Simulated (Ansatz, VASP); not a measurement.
**One calculation of GaN, two programs**

```
Ga N
1.0
     0.00000    2.31642    2.17306
     2.31642    0.00000    2.17306
     2.31642    2.31642    0.00000
Ga N
1 1
Direct
  0.00000 0.00000 0.00000
  0.25000 0.25000 0.25000
```

Change from the starting cell: epitaxial_xy strain +3.0%.

Alike in both runs: task single point; functional r2SCAN; k mesh 10 × 10 × 10; non-collinear spin, spin-orbit coupling.

```csv
,VASP,Ansatz
version,VASP 6.6.1,Ansatz 0.2.0
potentials or method,"VASP PAW PBE potentials, release 64 (Ga_d, N)","plane waves, PAW"
plane-wave cutoff (eV),520,500
occupations,"gaussian, width 0.01 eV",fixed
valence electrons in the cell,18,18
```

|  | VASP | Ansatz | Ansatz less VASP |
| --- | --- | --- | --- |
| pressure (GPa) | -3.9 | -4.9 | -1.05 |
| traceless stress, the component that is largest in VASP (GPa) | 4.80 | 4.93 | +0.130 |
| net moment per atom (μB) | 0.00 | 0.00 | 0.000 |

VASP's potentials were made for PBE, not for r2SCAN.
